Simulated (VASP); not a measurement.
# Ta6N5 (a cell with a defect) in VASP: single point with PBEsol

Aim: the single point of Ta6N5 (a cell with a defect) with PBEsol.

Everything below comes from runs of VASP 6.6.1. Logs are shortened: lines on timing, memory, paths and dates and some standing lists are left out, and cuts for length are marked.

## (1) The cell of the first run

The cell holds a defect, 11 atoms: a = 5.178 Å, b = 5.178 Å, c = 5.792 Å, α = 90.00°, β = 90.00°, γ = 120.00°.

## (2) Single point, PBEsol

The input, INCAR:

```
PREC = Accurate ; ENCUT = 520
EDIFF = 1E-7 ; ISMEAR = 1
SIGMA = 0.1 ; LREAL = F
LASPH = T ; NELM = 60
ALGO = Normal ; ISIF = 2
LWAVE = F ; LCHARG = T
GGA = PS ; LVHAR = T
NBANDS = 56 ; KPAR = 4
```

The input, KPOINTS:

```
Automatic mesh
0
Gamma
  7 7 6
```

The input, POSCAR:

```
Ta6N5
1.0
    5.1783381800     -0.0000000300      0.0000000000
   -2.5891690600      4.4845724300      0.0000000000
    0.0000000000      0.0000000000      5.7917586600
Ta N
6 5
Direct
   -0.0032652400     -0.0048578300     -0.0015115200
    0.3347511200      0.6651801400      0.2482992700
    0.6667762800      0.3331575600      0.2482984400
   -0.0005994100     -0.0021889300      0.4984930100
    0.3347499500      0.6651836800      0.7486840500
    0.6667789000      0.3331614900      0.7486830000
    0.3904428800     -0.0047247200     -0.0015084000
    0.6019652800      0.6003710900     -0.0015095200
   -0.0031301400      0.3888498300     -0.0015072100
    0.4013017400      0.0018166200      0.4984935000
    0.0034119400      0.3997141800      0.4984917800
```

Potentials or basis: VASP PAW PBE potentials, release 64 (Ta_pv, N).

Launch:

```bash
$ cat potpaw_PBE.64/Ta_pv/POTCAR potpaw_PBE.64/N/POTCAR > POTCAR
$ mpirun -np 4 vasp_std > vasp.out
```

OUTCAR:

```text
PREC = Accurate
   ENCUT = 520
   EDIFF = 1E-7
   ISMEAR = 1
   LREAL = F
   LASPH = T
   NELM = 60
   ISIF = 2
   GGA = PS

 ion  position               nearest neighbor table
   1  0.997  0.995  0.998-   9 2.04   7 2.04   8 2.04   4 2.90   4 2.90   6 3.30   5 3.30   2 3.30
                             3 3.30   5 3.33   6 3.33   3 3.33   2 3.33   5 3.34   2 3.34   6 3.34
   2  0.335  0.665  0.248-  11 2.14   8 2.14   7 2.15  10 2.16   9 2.17   5 2.89   5 2.90   3 2.98
                             3 3.00   3 3.00   1 3.30   4 3.31   4 3.33   1 3.33   4 3.33   1 3.34
   3  0.667  0.333  0.248-  10 2.14   8 2.14   9 2.15  11 2.16   7 2.17   6 2.89   6 2.90   2 2.98
                             2 3.00   2 3.00   1 3.30   4 3.31   4 3.33   1 3.33   4 3.33   1 3.34
   4  0.999  0.998  0.498-  11 2.07  10 2.07   1 2.90   1 2.90   6 3.31   5 3.31   2 3.31   3 3.31
                             2 3.33   5 3.33   6 3.33   3 3.33   6 3.33   3 3.33   5 3.33   2 3.33
   5  0.335  0.665  0.749-  11 2.14   8 2.14   7 2.15  10 2.16   9 2.17   2 2.89   2 2.90   6 2.98
                             6 3.00   6 3.00   1 3.30   4 3.31   4 3.33   1 3.33   4 3.33   1 3.34
   6  0.667  0.333  0.749-  10 2.14   8 2.14   9 2.15  11 2.16   7 2.17   3 2.89   3 2.90   5 2.98
                             5 3.00   5 3.00   1 3.30   4 3.31   4 3.33   1 3.33   4 3.33   1 3.34
   7  0.390  0.995  0.998-   1 2.04   5 2.15   2 2.15   3 2.17   6 2.17
   8  0.602  0.600  0.998-   1 2.04   6 2.14   3 2.14   2 2.14   5 2.14
   9  0.997  0.389  0.998-   1 2.04   3 2.15   6 2.15   2 2.17   5 2.17
  10  0.401  0.002  0.498-   4 2.07   6 2.14   3 2.14   5 2.16   2 2.16
  11  0.003  0.400  0.498-   4 2.07   2 2.14   5 2.14   6 2.16   3 2.16

  LATTYP: Found a hexagonal cell.
 ALAT       =     5.1783381800
 C/A-ratio  =     1.1184589455

  Lattice vectors:

 A1 = (   5.1783381800,  -0.0000000300,   0.0000000000)
 A2 = (  -2.5891690600,   4.4845724300,   0.0000000000)
 A3 = (   0.0000000000,   0.0000000000,   5.7917586600)

Analysis of symmetry for initial positions (statically):
=====================================================================
 Subroutine PRICEL returns:
 Original cell was already a primitive cell.

 Routine SETGRP: Setting up the symmetry group for a
 hexagonal supercell.

 Subroutine GETGRP returns: Found  4 space group operations
 (whereof  1 operations were pure point group operations)
 out of a pool of 24 trial point group operations.

The static configuration has the point symmetry C_1 .
 The point group associated with its full space group is C_2v.

Analysis of symmetry for dynamics (positions and initial velocities):
=====================================================================
 Subroutine PRICEL returns:
 Original cell was already a primitive cell.

 Routine SETGRP: Setting up the symmetry group for a
 hexagonal supercell.

 Subroutine GETGRP returns: Found  4 space group operations
 (whereof  1 operations were pure point group operations)
 out of a pool of 24 trial point group operations.

The dynamic configuration has the point symmetry C_1 .
 The point group associated with its full space group is C_2v.

 Subroutine INISYM returns: Found  4 space group operations
 (whereof  1 operations are pure point group operations),
 and found     1 'primitive' translations

----------------------------------------------------------------------------------------

                                     Primitive cell

  volume of cell :     134.4999

  direct lattice vectors                    reciprocal lattice vectors
     5.178338180 -0.000000030  0.000000000     0.193112147  0.111493348  0.000000000
    -2.589169060  4.484572430  0.000000000     0.000000001  0.222986699  0.000000000
     0.000000000  0.000000000  5.791758660     0.000000000  0.000000000  0.172659128

  length of vectors
     5.178338180  5.178338179  5.791758660     0.222986699  0.222986699  0.172659128

  position of ions in fractional coordinates (direct lattice)
     0.996734760  0.995142170  0.998488480
     0.334751120  0.665180140  0.248299270
     0.666776280  0.333157560  0.248298440
     0.999400590  0.997811070  0.498493010
     0.334749950  0.665183680  0.748684050
     0.666778900  0.333161490  0.748683000
     0.390442880  0.995275280  0.998491600
     0.601965280  0.600371090  0.998490480
     0.996869860  0.388849830  0.998492790
     0.401301740  0.001816620  0.498493500
     0.003411940  0.399714180  0.498491780

  ion indices of the primitive-cell ions
   primitive index   ion index
                 1           1
                 2           2
                 3           3
                 4           4
                 5           5
                 6           6
                 7           7
                 8           8
                 9           9
                10          10
                11          11

----------------------------------------------------------------------------------------

 KPOINTS: Automatic mesh

Automatic generation of k-mesh.
 Grid dimensions read from file:
 generate k-points for:    7    7    6

 Generating k-lattice:

  Cartesian coordinates                     Fractional coordinates (reciprocal lattice)
     0.027587450  0.015927621  0.000000000     0.142857143  0.000000000  0.000000000
     0.000000000  0.031855243  0.000000000     0.000000000  0.142857143  0.000000000
     0.000000000  0.000000000  0.028776521     0.000000000  0.000000000  0.166666667

  Length of vectors
     0.031855243  0.031855243  0.028776521

  Shift w.r.t. Gamma in fractional coordinates (k-lattice)
     0.000000000  0.000000000  0.000000000

 Subroutine IBZKPT returns following result:
 ===========================================

 Found     64 irreducible k-points:

 Following reciprocal coordinates:
            Coordinates               Weight
  0.000000  0.000000  0.000000      1.000000
  0.142857  0.000000  0.000000      4.000000
 -0.142857  0.142857  0.000000      2.000000
  0.285714  0.000000  0.000000      4.000000
 -0.285714  0.285714  0.000000      2.000000
  0.428571  0.000000  0.000000      4.000000
[... 16 lines left out ...]
 -0.428571  0.428571  0.166667      4.000000
  0.142857  0.142857  0.166667      4.000000
 [... further k-points ...]
   k-points           NKPTS =     64   k-points in BZ     NKDIM =     64   number of bands    NBANDS=     56
   number of dos      NEDOS =    301   number of ions     NIONS =     11
   total plane-waves  NPLWV =  76800
   dimension x,y,z NGX =    40 NGY =   40 NGZ =   48
   dimension x,y,z NGXF=    80 NGYF=   80 NGZF=   96
   ions per type =               6   5
   NGX,Y,Z   is equivalent  to a cutoff of  12.84, 12.84, 13.78 a.u.
   NGXF,Y,Z  is equivalent  to a cutoff of  25.68, 25.68, 27.56 a.u.
 SYSTEM =  unknown system
   PREC   = accura    normal or accurate (medium, high low for compatibility)
   ISTART =      0    job   : 0-new  1-cont  2-samecut
   ICHARG =      2    charge: 1-file 2-atom 10-const
   ISPIN  =      1    spin polarized calculation?
   LNONCOLLINEAR =      F non collinear calculations
   LSORBIT =      F    spin-orbit coupling
   LASPH  =      T    aspherical Exc in radial PAW
   ENCUT  =  520.0 eV  38.22 Ry    6.18 a.u.   9.63  9.63 10.77*2*pi/ulx,y,z
   NELM   =     60;   NELMIN=  2; NELMDL= -5     # of ELM steps
   EDIFF  = 0.1E-06   stopping-criterion for ELM
   LREAL  =      F    real-space projection
   EDIFFG = 0.1E-05   stopping-criterion for IOM
   NSW    =      0    number of steps for IOM
   IBRION =     -1    ionic relax: 0-MD 1-quasi-New 2-CG
   NFREE  =      0    steps in history (QN), initial steepest desc. (CG)
   ISIF   =      2    stress and relaxation
   ISYM   =      2    0-nonsym 1-usesym 2-fastsym
   POTIM  = 0.5000    time-step for ionic-motion
   TEBEG  =    0.0;   TEEND  =   0.0 temperature during run
   PSTRESS=    0.0 pullay stress
   NELECT =      91.0000    total number of electrons
   NUPDOWN=      -1.0000    fix difference up-down
   EMIN   =  10.00;   EMAX   =-10.00  energy-range for DOS
   EFERMI =   0.00;   METHOD = LEGACY
   ISMEAR =     1;   SIGMA  =   0.10  broadening in eV -4-tet -1-fermi 0-gaus
   EFERMI_NEDOS =   21; number of points for ismear=-14 and -15
   IALGO  =     38    algorithm
   IMIX   =      4    mixing-type and parameters
     AMIX     =   0.40;   BMIX     =  1.00
     AMIX_MAG =   1.60;   BMIX_MAG =  1.00
  volume/ion in A,a.u.               =      12.23        82.51
  Fermi-wavevector in a.u.,A,eV,Ry     =   1.437192  2.715898 28.103100  2.065520
  Thomas-Fermi vector in A             =   2.556296
   LORBIT       =      0    0 simple, 1 ext, 2 COOP (PROOUT), +10 PAW based schemes
   GGA     = PS    functional components
   LHFCALC =     F    Hartree Fock is set to
   AEXX    =    0.0000 exact exchange contribution
   IVDW    =     0    specifies the selected vdW correction
   LEPSILON=     F    determine dielectric tensor
   LRPA    =     F    only Hartree local field effects (RPA)
 non-spin polarized calculation
 Methfessel and Paxton  Order N= 1 SIGMA  =   0.10
  energy-cutoff  :      520.00
  volume of cell :      134.50
 maximum number of plane-waves:      3657
   NGX = 19   NGY = 19   NGZ = 21

 number of electron      90.9999998 magnetization

 Free energy of the ion-electron system (eV)
  ---------------------------------------------------
  ext. energy  EPLUGINS =         0.00000000
  ---------------------------------------------------
  free energy    TOTEN  =      -130.62991525 eV

  energy without entropy =     -130.62688006  energy(sigma->0) =     -130.62890352

 E-fermi :   7.4533     XC(G=0): -12.9627

 val. band max:        7.4356099113   @ k =   0.2857   0.1429   0.1667
 cond. band min:       7.4616452501   @ k =  -0.1429   0.2857   0.3333
 fundamental gap:      0.0260353388
 Fermi energy:         7.4533151034

 k-point     1 :       0.0000    0.0000    0.0000
  band No.  band energies     occupation
      1     -28.5780      2.00000
      2     -28.3791      2.00000
      3     -28.2953      2.00000
      4     -28.1734      2.00000
      5     -28.1349      2.00000
      6     -28.0565      2.00000
[... 1405 lines left out ...]
     55      10.3500      0.00000
     56      10.6405      0.00000

 [... further k-points ...]
[... 5 lines left out ...]
  --------------------------------------------------------------------------------------
  -------------------------------------------------------------------------------------
  Total       -6.4461003     -6.9307361      2.1046354     -0.4197069      0.0000000      0.0000000
  in kB      -76.7866522    -82.5596870     25.0706471     -4.9995949      0.0000000      0.0000000
  external PRESSURE =     -44.7585640 kB  Pullay stress =       0.0000000 kB

 VOLUME and BASIS-vectors are now :
 -----------------------------------------------------------------------------
  energy-cutoff  :      520.00
  volume of cell :      134.50
      direct lattice vectors                 reciprocal lattice vectors
     5.178338180 -0.000000030  0.000000000     0.193112147  0.111493348  0.000000000
    -2.589169060  4.484572430  0.000000000     0.000000001  0.222986699  0.000000000
     0.000000000  0.000000000  5.791758660     0.000000000  0.000000000  0.172659128

 POSITION                                       TOTAL-FORCE (eV/Angst)
 -----------------------------------------------------------------------------------
      2.58484      4.46279      5.78300        -0.040112     -0.069476      0.000000
      0.01119      2.98305      1.43809        -0.093083      0.042494      0.134412
      2.59019      1.49407      1.43808         0.083342     -0.059365      0.134412
      2.59173      4.47476      2.88715         0.108243      0.187482      0.000000
      0.01118      2.98306      4.33620        -0.093083      0.042494     -0.134412
      2.59020      1.49409      4.33619         0.083342     -0.059365     -0.134412
     -0.55509      4.46338      5.78302         0.047694      0.031982      0.000000
      1.56272      2.69241      5.78302        -0.013861     -0.024008      0.000000
      4.15533      1.74383      5.78303         0.003850      0.057295      0.000000
      2.07337      0.00815      2.88715        -0.060441     -0.064793      0.000000
     -1.01726      1.79255      2.88714        -0.025892     -0.084740      0.000000
 -----------------------------------------------------------------------------------
    total drift:                                0.016066     -0.009408      0.020438

  FREE ENERGIE OF THE ION-ELECTRON SYSTEM (eV)
  ---------------------------------------------------
  free  energy   TOTEN  =      -130.6299152549 eV

  energy  without entropy=     -130.6268800604  energy(sigma->0) =     -130.62890352
```

It took 1.9 min on 4 MPI ranks of Intel Xeon Platinum 8375C at 2.90GHz (Ice Lake), shared host; peak memory 0.48 GiB.

What came out:

- Free energy: -130.6299 eV
- Pressure: -4.5 GPa
- Largest force: 0.216 eV/Å
- Band gap on the k mesh: zero (an odd number of electrons rules out a gap without spin polarisation)

Forces on the atoms (eV/Å):
```
Ta  -0.040 -0.069  0.000
Ta  -0.093  0.042  0.134
Ta   0.083 -0.059  0.134
Ta   0.108  0.187  0.000
Ta  -0.093  0.042 -0.134
Ta   0.083 -0.059 -0.134
N    0.048  0.032  0.000
N   -0.014 -0.024  0.000
N    0.004  0.057  0.000
N   -0.060 -0.065  0.000
N   -0.026 -0.085  0.000
```

Caveat: the PAW data sets were made with another functional, which shifts forces and pressure a little; spin-orbit coupling is left out, which moves the levels of the heavy elements.

The gap in the log of VASP goes by the Fermi energy; the results here count the filled bands.